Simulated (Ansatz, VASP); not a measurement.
## Hf in VASP and in Ansatz

File INCAR:

```
  PREC = Accurate
  ENCUT = 520
  EDIFF = 1E-6
  ISMEAR = -1
  SIGMA = 0.1
  LREAL = False
  LASPH = True
  NELM = 100
  ALGO = Normal
  ISIF = 2
  LWAVE = False
  LCHARG = False
  GGA = RE
  NBANDS = 11
```

KPOINTS

```
Automatic mesh
0
Gamma
  12 12 12
```

File POSCAR:

```
Hf
1.0
    2.8597465197      0.0000000000      0.0000000000
    0.0000000000      2.8597465197      0.0000000000
    0.0000000000      0.0000000000      2.8597465197
Hf
1
Direct
    0.0000000000      0.0000000000      0.0000000000
```

Input for Ansatz:

```yaml
crystal:
  lattice:
    - [2.8597465197, 0.0, 0.0]
    - [0.0, 2.8597465197, 0.0]
    - [0.0, 0.0, 2.8597465197]
  atoms:
    - { symbol: Hf, position: [0.0, 0.0, 0.0] }
hamiltonian:
  xc: revpbe
  pseudopotentials:
    kind: paw
    azcp:
      Hf: "pseudopotentials/Hf.paw.azcp"
basis:
  ecutwfc: 420
  fft_grid_basis: typed
kpoints:
  mp_grid: { grid: [12, 12, 12], shift: [0, 0, 0] }
magnetization:
  spin_polarized: false
scf:
  occupations: { method: fermi_dirac, width: 0.1 }
  lower_state_search: "off"
output:
  stress: true
```

Alike in both runs: task single point; functional revPBE; k mesh 12 × 12 × 12; occupations fermi-dirac, width 0.1 eV; no spin polarisation.

```csv
,VASP,Ansatz
version,VASP 6.6.1,Ansatz 0.2.0
potentials or method,"VASP PAW PBE potentials, release 64 (Hf_pv), cutoff 520 eV","plane waves (420 eV) with PAW, scalar-relativistic"
valence electrons in the cell,10,26
```

|  | VASP | Ansatz | Ansatz less VASP |
| --- | --- | --- | --- |
| pressure (GPa) | 6.6 | 6.9 | +0.36 |

VASP's potentials were made for PBE, not for revPBE. VASP's potentials hold 10 valence electrons a cell and Ansatz's 26, so a difference there can come from the potentials and not from the codes.

Neither program's run includes spin-orbit coupling.
